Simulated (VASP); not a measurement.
Crystal: TiSi2.

```xyz
6
Lattice="0.0000 4.1180 4.2615 2.3865 0.0000 4.2615 2.3865 4.1180 0.0000" Properties=species:S:1:pos:R:3 pbc="T T T"
Ti    3.5797    6.1770    6.3922
Ti    2.3865    4.1180    4.2615
Si    1.1932    0.6836    2.1307
Si    1.1932    3.4344    2.1307
Si    2.3865    1.3754    4.2615
Si    2.3865    6.8606    4.2615
```

* Program: VASP 6.6.1
* Task: relaxation of cell and atoms
* Functional: PBEsol
* Potentials or basis: VASP PAW PBE potentials, release 64 (Ti_sv, Si)
* Cutoff: 600 eV
* k mesh: 10 × 10 × 10
* Occupations: gaussian, width 0.1 eV
* Spin: no spin polarisation

At the start: pressure -1.6 GPa; volume 13.96 Å³/atom.

Q: How do energy, volume and symmetry change on relaxing?

A: Over 11 steps the energy falls by 2.4 meV/atom and the volume is 13.80 Å³/atom (-1.1 %); space group Fddd (No. 70, to 0.1 Å) before and after.

Step by step:
```csv
step,energy change (eV),largest force (eV/Å),pressure (GPa),volume (Å³)
1,0.0000,0.1719,-1.62,83.76
2,-0.0066,0.1173,1.48,82.06
3,-0.0085,0.1359,0.46,82.60
4,-0.0123,0.0841,0.25,82.68
5,-0.0132,0.0398,0.05,82.75
6,-0.0146,0.0119,-0.06,82.87
7,-0.0146,0.0055,-0.06,82.85
8,-0.0146,0.0062,-0.06,82.85
9,-0.0146,0.0013,0.07,82.78
10,-0.0146,0.0031,0.05,82.81
11,-0.0146,0.0033,0.01,82.81
```

Final structure:
```
Ti Si
1.0
     0.00000    4.09167    4.24911
     2.38157    0.00000    4.24911
     2.38157    4.09167    0.00000
Ti Si
2 4
Direct
  0.75000 0.75000 0.75000
  0.50000 0.50000 0.50000
  0.08622 0.41378 0.08622
  0.41378 0.08622 0.41378
  0.16378 0.83622 0.16378
  0.83622 0.16378 0.83622
```

Caveat: the PAW data sets were made with another functional, which shifts forces and pressure a little.
